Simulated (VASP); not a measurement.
# KMgF3 in VASP: notebook

Runs on KMgF3. Level: PBE. Tasks: single point.

Program: VASP 6.6.1. These are calculated values, not measurements. Logs are shortened: lines on timing, memory, paths and dates and some standing lists are left out, and cuts for length are marked.

**1. The cell of the first run**

The structure is tetragonal, space group P4/mmm (No. 123). The conventional cell has a = 4.046 Å, b = 4.046 Å, c = 3.986 Å, α = 90.00°, β = 90.00°, γ = 90.00°. K (site symmetry 4/mmm) has 12 F at 2.84 to 2.86 Å and 8 Mg at 3.49 Å within 3.7 Å. Mg (site symmetry 4/mmm) has 6 F at 1.99 to 2.02 Å within 2.6 Å. Within 2.7 Å of F (site symmetry mmm) lie 2 Mg at 2.02 Å. Within 2.6 Å of F (site symmetry 4/mmm) lie 2 Mg at 1.99 Å.

**2. Single point, PBE (strain +0.015 along x and y, +0.000 along z)**

Contents of INCAR:

```
ALGO = Normal ; EDIFF = 1E-6
ENCUT = 520 ; GGA = PE
ISIF = 2 ; ISMEAR = 0
LASPH = T ; LCHARG = T
LELF = T ; LREAL = F
LVHAR = T ; LWAVE = F
NBANDS = 24 ; NELM = 60
PREC = Accurate ; SIGMA = 0.05
```

Contents of KPOINTS:

```
k-points
0
Gamma
  6 6 6
```

Contents of POSCAR:

```
KMgF3
1.0
    4.0456885000      0.0000000000      0.0000000000
    0.0000000000      4.0456885000      0.0000000000
    0.0000000000      0.0000000000      3.9859000000
K Mg F
1 1 3
Direct
    0.5000000000      0.5000000000      0.5000000000
    0.0000000000      0.0000000000      0.0000000000
    0.5000000000      0.0000000000      0.0000000000
    0.0000000000      0.5000000000      0.0000000000
    0.0000000000      0.0000000000      0.5000000000
```

Potentials or basis: VASP PAW PBE potentials, release 64 (K_sv, Mg, F).

Run with:

```bash
cat potpaw_PBE.64/K_sv/POTCAR potpaw_PBE.64/Mg/POTCAR potpaw_PBE.64/F/POTCAR > POTCAR
mpirun -np 1 vasp_std > vasp.out
```

OUTCAR:

```text
EDIFF = 1E-6
   ENCUT = 520
   GGA = PE
   ISIF = 2
   ISMEAR = 0
   LASPH = T
   LREAL = F
   NELM = 60
   PREC = Accurate

 ion  position               nearest neighbor table
   1  0.500  0.500  0.500-   3 2.84   4 2.84   3 2.84   4 2.84   3 2.84   3 2.84   4 2.84   4 2.84
                             2 3.49   2 3.49   2 3.49   2 3.49   2 3.49   2 3.49   2 3.49   2 3.49
   2  0.000  0.000  0.000-   5 1.99   5 1.99   3 2.02   4 2.02   4 2.02   3 2.02   1 3.49   1 3.49
                             1 3.49   1 3.49   1 3.49   1 3.49   1 3.49   1 3.49
   3  0.500  0.000  0.000-   2 2.02   2 2.02   1 2.84   1 2.84   1 2.84   1 2.84
   4  0.000  0.500  0.000-   2 2.02   2 2.02   1 2.84   1 2.84   1 2.84   1 2.84
   5  0.000  0.000  0.500-   2 1.99   2 1.99

  LATTYP: Found a simple tetragonal cell.
 ALAT       =     4.0456885000
 C/A-ratio  =     0.9852216749

  Lattice vectors:

 A1 = (   4.0456885000,   0.0000000000,   0.0000000000)
 A2 = (   0.0000000000,   4.0456885000,   0.0000000000)
 A3 = (   0.0000000000,   0.0000000000,   3.9859000000)

Analysis of symmetry for initial positions (statically):
=====================================================================
 Subroutine PRICEL returns:
 Original cell was already a primitive cell.

 Routine SETGRP: Setting up the symmetry group for a
 simple tetragonal supercell.

 Subroutine GETGRP returns: Found 16 space group operations
 (whereof 16 operations were pure point group operations)
 out of a pool of 16 trial point group operations.

The static configuration has the point symmetry D_4h.

Analysis of symmetry for dynamics (positions and initial velocities):
=====================================================================
 Subroutine PRICEL returns:
 Original cell was already a primitive cell.

 Routine SETGRP: Setting up the symmetry group for a
 simple tetragonal supercell.

 Subroutine GETGRP returns: Found 16 space group operations
 (whereof 16 operations were pure point group operations)
 out of a pool of 16 trial point group operations.

The dynamic configuration has the point symmetry D_4h.

 Subroutine INISYM returns: Found 16 space group operations
 (whereof 16 operations are pure point group operations),
 and found     1 'primitive' translations

----------------------------------------------------------------------------------------

                                     Primitive cell

  volume of cell :      65.2396

[... 90 lines left out ...]
   LSORBIT =      F    spin-orbit coupling
   LASPH  =      T    aspherical Exc in radial PAW
   ENCUT  =  520.0 eV  38.22 Ry    6.18 a.u.   7.52  7.52  7.41*2*pi/ulx,y,z
   NELM   =     60;   NELMIN=  2; NELMDL= -5     # of ELM steps
   EDIFF  = 0.1E-05   stopping-criterion for ELM
   LREAL  =      F    real-space projection
   EDIFFG = 0.1E-04   stopping-criterion for IOM
   NSW    =      0    number of steps for IOM
   IBRION =     -1    ionic relax: 0-MD 1-quasi-New 2-CG
   NFREE  =      0    steps in history (QN), initial steepest desc. (CG)
   ISIF   =      2    stress and relaxation
   ISYM   =      2    0-nonsym 1-usesym 2-fastsym
   POTIM  = 0.5000    time-step for ionic-motion
   TEBEG  =    0.0;   TEEND  =   0.0 temperature during run
   PSTRESS=    0.0 pullay stress
   NELECT =      32.0000    total number of electrons
   NUPDOWN=      -1.0000    fix difference up-down
   EMIN   =  10.00;   EMAX   =-10.00  energy-range for DOS
   EFERMI =   0.00;   METHOD = LEGACY
   ISMEAR =     0;   SIGMA  =   0.05  broadening in eV -4-tet -1-fermi 0-gaus
   EFERMI_NEDOS =   21; number of points for ismear=-14 and -15
   IALGO  =     38    algorithm
   IMIX   =      4    mixing-type and parameters
     AMIX     =   0.40;   BMIX     =  1.00
     AMIX_MAG =   1.60;   BMIX_MAG =  1.00
  volume/ion in A,a.u.               =      13.05        88.05
  Fermi-wavevector in a.u.,A,eV,Ry     =   1.291084  2.439794 22.679512  1.666897
  Thomas-Fermi vector in A             =   2.422875
   LORBIT       =      0    0 simple, 1 ext, 2 COOP (PROOUT), +10 PAW based schemes
   GGA     = PE    functional components
   LHFCALC =     F    Hartree Fock is set to
   AEXX    =    0.0000 exact exchange contribution
   IVDW    =     0    specifies the selected vdW correction
   LEPSILON=     F    determine dielectric tensor
   LRPA    =     F    only Hartree local field effects (RPA)
 non-spin polarized calculation
 Gauss-broadening in eV      SIGMA  =   0.05
  energy-cutoff  :      520.00
  volume of cell :       65.24
 maximum number of plane-waves:      1791
   NGX = 15   NGY = 15   NGZ = 15

 number of electron      31.9999963 magnetization

 Free energy of the ion-electron system (eV)
  ---------------------------------------------------
  ext. energy  EPLUGINS =         0.00000000
  ---------------------------------------------------
  free energy    TOTEN  =       -24.44168610 eV

  energy without entropy =      -24.44168610  energy(sigma->0) =      -24.44168610

 E-fermi :  -1.5240     XC(G=0):  -9.5370

 val. band max:       -1.7455655518   @ k =   0.5000   0.5000   0.5000
 cond. band min:       5.3333411146   @ k =   0.0000   0.0000   0.0000
 fundamental gap:      7.0789066665
 Fermi energy:        -1.5240373235

 k-point     1 :       0.0000    0.0000    0.0000
  band No.  band energies     occupation
      1     -27.4640      2.00000
      2     -21.7946      2.00000
      3     -21.1928      2.00000
      4     -21.1541      2.00000
      5     -10.9565      2.00000
      6     -10.9565      2.00000
[... 637 lines left out ...]
     23      12.3253      0.00000
     24      13.0446      0.00000

 [... further k-points ...]
[... 5 lines left out ...]
  --------------------------------------------------------------------------------------
  -------------------------------------------------------------------------------------
  Total        0.2500567      0.2500567      0.8133167      0.0000000     -0.0000000      0.0000000
  in kB        6.1409816      6.1409816     19.9737210      0.0000000     -0.0000000      0.0000000
  external PRESSURE =      10.7518947 kB  Pullay stress =       0.0000000 kB

 VOLUME and BASIS-vectors are now :
 -----------------------------------------------------------------------------
  energy-cutoff  :      520.00
  volume of cell :       65.24
      direct lattice vectors                 reciprocal lattice vectors
     4.045688500  0.000000000  0.000000000     0.247176717  0.000000000  0.000000000
     0.000000000  4.045688500  0.000000000     0.000000000  0.247176717  0.000000000
     0.000000000  0.000000000  3.985900000     0.000000000  0.000000000  0.250884367

 POSITION                                       TOTAL-FORCE (eV/Angst)
 -----------------------------------------------------------------------------------
      2.02284      2.02284      1.99295         0.000000      0.000000      0.000000
      0.00000      0.00000      0.00000         0.000000      0.000000      0.000000
      2.02284      0.00000      0.00000         0.000000      0.000000      0.000000
      0.00000      2.02284      0.00000         0.000000      0.000000      0.000000
      0.00000      0.00000      1.99295         0.000000      0.000000      0.000000
 -----------------------------------------------------------------------------------
    total drift:                                0.000000     -0.000000      0.000000

  FREE ENERGIE OF THE ION-ELECTRON SYSTEM (eV)
  ---------------------------------------------------
  free  energy   TOTEN  =       -24.4416860994 eV

  energy  without entropy=      -24.4416860994  energy(sigma->0) =      -24.44168610
```

Run time: 30 s. Hardware: 1 thread of Intel Xeon Platinum 8488C (Sapphire Rapids), shared host; peak memory 0.2 GiB.

What came out:

```yaml
Free_energy: -24.4417 eV
Pressure: 1.1 GPa
Band_gap_on_the_k_mesh: 7.08 eV, indirect (least direct gap 7.40 eV)
```

Caveat: the cell differs from its parent crystal (strain +0.015 along x and y, +0.000 along z).

**3. Single point, PBE (strain +0.030 along x and y, -0.015 along z)**

Contents of INCAR:

```
SYSTEM = KMgF3
  ALGO = Normal
  EDIFF = 1E-6
  ENCUT = 520
  GGA = PE
  ISIF = 2
  ISMEAR = 0
  LASPH = .True.
  LCHARG = .False.
  LREAL = .False.
  LWAVE = .False.
  NBANDS = 24
  NELM = 80
  PREC = Accurate
  SIGMA = 0.05
```

Contents of KPOINTS:

```
k-points
0
Gamma
  6 6 6
  0 0 0
```

POSCAR: that of step 2 with these lines changed.

```diff
@@ -2,5 +2,5 @@
 1.0
-    4.0456885000      0.0000000000      0.0000000000
-    0.0000000000      4.0456885000      0.0000000000
-    0.0000000000      0.0000000000      3.9859000000
+    4.1054770000      0.0000000000      0.0000000000
+    0.0000000000      4.1054770000      0.0000000000
+    0.0000000000      0.0000000000      3.9261115000
 K Mg F
```

Potentials or basis: VASP PAW PBE potentials, release 64 (K_sv, Mg, F).

Run with:

```bash
cat potpaw_PBE.64/K_sv/POTCAR potpaw_PBE.64/Mg/POTCAR potpaw_PBE.64/F/POTCAR > POTCAR
mpirun -np 1 vasp_std > vasp.out
```

It took 29 s on 1 thread of Intel Xeon Platinum 8488C (Sapphire Rapids), shared host; peak memory 0.21 GiB.

Results (log left out):

```yaml
Free_energy: -24.4249 eV
Pressure: 0.3 GPa
Band_gap_on_the_k_mesh: 6.97 eV, indirect (least direct gap 7.29 eV)
```

Stress tensor (GPa, compression positive):
```
-1.11  0.00  0.00
 0.00 -1.11  0.00
 0.00  0.00  2.98
```

Levels at points of the mesh, in eV from the valence-band top:
```tsv
k point	band 13	band 14	band 15	band 16	band 17	band 18	band 19	band 20
(0.00, 0.00, 0.00)	-0.52	-0.32	-0.32	-0.32	6.97	9.92	10.11	11.91
(0.50, 0.00, 0.00)	-0.76	-0.72	-0.52	-0.50	9.77	9.96	10.90	12.41
(0.50, 0.50, 0.00)	-1.02	-0.87	-0.87	-0.05	10.61	11.31	12.09	12.09
(0.00, 0.00, 0.50)	-0.98	-0.79	-0.50	-0.50	9.96	10.05	11.20	12.56
(0.50, 0.00, 0.50)	-0.94	-0.79	-0.79	-0.02	10.65	11.55	12.20	12.34
(0.50, 0.50, 0.50)	-1.02	-0.02	0.00	0.00	10.24	10.24	10.28	13.44
```

Caveat: the cell differs from its parent crystal (strain +0.030 along x and y, -0.015 along z). A k mesh can miss the band edges.

**4. Single point, PBE (strain +0.015 along x and y, +0.030 along z)**

Contents of INCAR:

```
SYSTEM = KMgF3
PREC = Accurate
ENCUT = 520
EDIFF = 1E-6
ISMEAR = 0
SIGMA = 0.05
LREAL = .FALSE.
LASPH = .TRUE.
NELM = 100
ALGO = Normal
ISIF = 2
LWAVE = .FALSE.
LCHARG = .FALSE.
GGA = PE
NBANDS = 24
```

Contents of KPOINTS:

```
Automatic mesh
0
G
  6 6 6
  0 0 0
```

POSCAR: that of step 3 with these lines changed.

```diff
@@ -2,5 +2,5 @@
 1.0
-    4.1054770000      0.0000000000      0.0000000000
-    0.0000000000      4.1054770000      0.0000000000
-    0.0000000000      0.0000000000      3.9261115000
+    4.0456885000      0.0000000000      0.0000000000
+    0.0000000000      4.0456885000      0.0000000000
+    0.0000000000      0.0000000000      4.1054770000
 K Mg F
```

Run with:

```bash
cat potpaw_PBE.64/K_sv/POTCAR potpaw_PBE.64/Mg/POTCAR potpaw_PBE.64/F/POTCAR > POTCAR
mpirun -np 1 vasp_std > vasp.out
```

Run time: 33 s. Hardware: 1 thread of Intel Xeon Platinum 8488C (Sapphire Rapids), shared host; peak memory 0.2 GiB.

The run converged. Its results:

```
Free energy            : -24.4461 eV
Pressure               : -0.9 GPa
Band gap on the k mesh : 6.86 eV, indirect (least direct gap 7.19 eV)
```

Stress tensor (GPa, compression positive):
```
-0.56  0.00  0.00
 0.00 -0.56  0.00
 0.00  0.00 -1.70
```

Levels at points of the mesh, in eV from the valence-band top:
```tsv
k point	band 12	band 13	band 14	band 15	band 16	band 17	band 18	band 19	band 20	band 21
(0.00, 0.00, 0.00)	-0.56	-0.56	-0.33	-0.32	-0.32	6.86	9.96	10.02	12.04	12.04
(0.50, 0.00, 0.00)	-0.83	-0.82	-0.78	-0.50	-0.49	9.76	9.86	10.99	12.46	12.58
(0.50, 0.50, 0.00)	-0.98	-0.98	-0.80	-0.80	-0.02	10.56	11.44	12.11	12.11	12.51
(0.00, 0.00, 0.50)	-0.80	-0.75	-0.75	-0.50	-0.50	9.70	9.83	10.89	12.53	12.53
(0.50, 0.00, 0.50)	-0.96	-0.90	-0.87	-0.87	-0.03	10.54	11.37	12.03	12.08	12.59
(0.50, 0.50, 0.50)	-1.10	-1.05	-0.01	-0.01	0.00	10.20	10.20	10.20	13.45	13.80
```

Caveat: the cell differs from its parent crystal (strain +0.015 along x and y, +0.030 along z). A k mesh can miss the band edges.

**5. Single point, PBE (strain -0.030 along x and y, -0.030 along z)**

Contents of INCAR:

```
ALGO = Normal
EDIFF = 1E-6
ENCUT = 520
GGA = PE
ISIF = 2
ISMEAR = 0
LASPH = True
LCHARG = False
LREAL = False
LWAVE = False
NBANDS = 24
NELM = 60
PREC = Accurate
SIGMA = 0.05
```

Contents of KPOINTS:

```
k-points
0
Gamma
  6 6 6
```

POSCAR: that of step 4 with these lines changed.

```diff
@@ -2,5 +2,5 @@
 1.0
-    4.0456885000      0.0000000000      0.0000000000
-    0.0000000000      4.0456885000      0.0000000000
-    0.0000000000      0.0000000000      4.1054770000
+    3.8663230000      0.0000000000      0.0000000000
+    0.0000000000      3.8663230000      0.0000000000
+    0.0000000000      0.0000000000      3.8663230000
 K Mg F
```

Run with:

```bash
cat potpaw_PBE.64/K_sv/POTCAR potpaw_PBE.64/Mg/POTCAR potpaw_PBE.64/F/POTCAR > POTCAR
mpirun -np 1 vasp_std > vasp.out
```

Run time: 17 s. Hardware: 1 thread of Intel Xeon Platinum 8488C (Sapphire Rapids), shared host; peak memory 0.18 GiB.

The run converged. Its results:

| Property | Result |
| --- | --- |
| Free energy | -24.1404 eV |
| Pressure | 12.5 GPa |
| Band gap on the k mesh | 8.04 eV, indirect (least direct gap 8.36 eV) |

Levels at points of the mesh, in eV from the valence-band top:
```tsv
k point	band 14	band 15	band 16	band 17	band 18	band 19
(0.00, 0.00, 0.00)	-0.32	-0.32	-0.32	8.04	10.19	10.19
(0.50, 0.00, 0.00)	-0.97	-0.59	-0.59	10.70	11.36	11.43
(0.50, 0.50, 0.00)	-0.97	-0.97	-0.03	11.45	12.14	13.24
(0.50, 0.50, 0.50)	0.00	0.00	0.00	10.81	10.81	10.81
```

Caveat: the cell differs from its parent crystal (strain -0.030 along x and y, -0.030 along z). A k mesh can miss the band edges.

**6. The runs side by side**

| cell | gap on the mesh (eV) | pressure (GPa) |
| --- | --- | --- |
| a = 4.046, b = 4.046, c = 3.986 Å, 5 atoms | 7.08 | 1.1 |
| a = 4.105, b = 4.105, c = 3.926 Å, 5 atoms | 6.97 | 0.3 |
| a = 4.046, b = 4.046, c = 4.105 Å, 5 atoms | 6.86 | -0.9 |
| a = 3.866 Å, 5 atoms | 8.04 | 12.5 |

Alike in all rows: task single point; level PBE; potentials or basis VASP PAW PBE potentials, release 64 (K_sv, Mg, F); no spin polarisation; k mesh 6 × 6 × 6; cutoff (eV) 520; smearing gaussian 0.05 eV.

Absolute energies hang on the potentials; compare differences alone.
